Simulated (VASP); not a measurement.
# InSb3: single point with PBE+D3(BJ)

Crystal: InSb3.

```
CELL_PARAMETERS angstrom
-4.73348 4.73348 0.00000
0.00000 4.73348 -4.73348
-4.73348 0.00000 -4.73348
ATOMIC_POSITIONS crystal
In 0.50000 0.50000 0.50000
In 0.00000 0.00000 0.00000
Sb 0.00000 0.00000 0.67873
Sb 0.50000 0.50000 0.00000
Sb 0.00000 0.50000 0.00000
Sb 0.50000 0.00000 0.50000
Sb 0.00000 0.50000 0.50000
Sb 0.50000 0.00000 0.00000
```

This cell differs from its parent crystal: atom 3 (Sb) moved by -0.846 Å along [1 0 0] and -0.846 Å along [0 0 1].

```yaml
Program: VASP 6.6.1
Task: single point
Functional: PBE
Dispersion: D3(BJ)
Potentials_or_basis: VASP PAW PBE potentials, release 64 (In_d, Sb)
Cutoff: 520 eV
k_mesh: 8 × 8 × 8
Occupations: gaussian, width 0.15 eV
Spin: no spin polarisation
Dipole_correction: no
Further_INCAR_settings: ALGO = Normal; EDIFF = 1e-06; NBANDS = 38
```

```yaml
Pressure: 9.3 GPa
Largest_force: 14.221 eV/Å
Band_gap_on_the_k_mesh: zero (bands 28 and 29 overlap by 2.07 eV)
Dispersion_energy_per_atom: -0.478 eV
```

Forces in eV/Å, atoms in the order of the input:
```
In    0.104   0.000   0.104
In  -10.055   0.000 -10.055
Sb    9.804   0.000   9.804
Sb   -0.075   0.000  -0.075
Sb   -0.412  -0.875   0.523
Sb   -0.412   0.875   0.523
Sb    0.523   0.875  -0.412
Sb    0.523  -0.875  -0.412
```

Stress tensor (GPa, compression positive):
```
11.93  0.00  8.81
 0.00  4.04  0.00
 8.81  0.00 11.93
```

Levels at points of the mesh, in eV from the Fermi level:
```tsv
k point	band 26	band 27	band 28	band 29	band 30	band 31
(0.00, 0.00, 0.00)	0.17	0.23	0.92	1.46	1.92	2.24
(0.50, 0.00, 0.00)	-0.70	-0.42	-0.08	0.12	0.82	1.49
(0.00, 0.00, 0.50)	-0.58	-0.57	-0.40	0.22	0.37	1.18
(0.50, 0.50, 0.00)	-1.52	-1.22	-1.10	-0.03	0.24	0.54
(0.00, 0.50, 0.50)	-1.28	-1.25	-1.20	-1.15	-0.55	0.36
```

Run time: 7.5 min on 1 thread of Intel(R) Xeon(R) 6975P-C (Granite Rapids), with other jobs on the host, peak memory 0.76 GiB.

Caveat: the cell differs from its parent crystal (atom 3 (Sb) moved by -0.846 Å along [1 0 0] and -0.846 Å along [0 0 1]); the stress differs along the axes, from 4 to 12 GPa; spin-orbit coupling is left out, which moves the levels of the heavy elements; forces of over 1 eV/Å act on the atoms, so gaps and moduli don't describe the material at rest.
